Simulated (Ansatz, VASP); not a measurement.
**Two plane-wave programs on W**

```xyz
2
Lattice="-2.5325 2.5325 1.3298 2.5325 -2.5325 1.3298 2.5325 2.5325 -1.3298" Properties=species:S:1:pos:R:3 pbc="T T T"
W     0.0000    0.0000    0.0000
W     0.0000    2.5325    0.6649
```

Alike in both runs: functional PBEsol; k mesh 24 × 24 × 24; occupations gaussian, width 0.1 eV; no spin polarisation.

Ansatz relaxed the structure, and its values are those at the end. VASP's run is a single point on that final structure, the one shown.

```csv
,VASP,Ansatz
version,VASP 6.6.1,Ansatz 0.2.0
potentials or method,"VASP PAW PBE potentials, release 64 (W_sv), cutoff 520 eV","scalar-relativistic, plane waves, PAW"
valence electrons in the cell,28,28
```

```tsv
	VASP	Ansatz	Ansatz less VASP
gap on the k mesh at the Fermi level (eV)	none	none	-
pressure (GPa)	0.8	0.0	-0.76
```

VASP's potentials were made for PBE, not for PBEsol. A gap of «none» marks a metal or a gap that the smearing closes.

Spin-orbit coupling is off throughout.
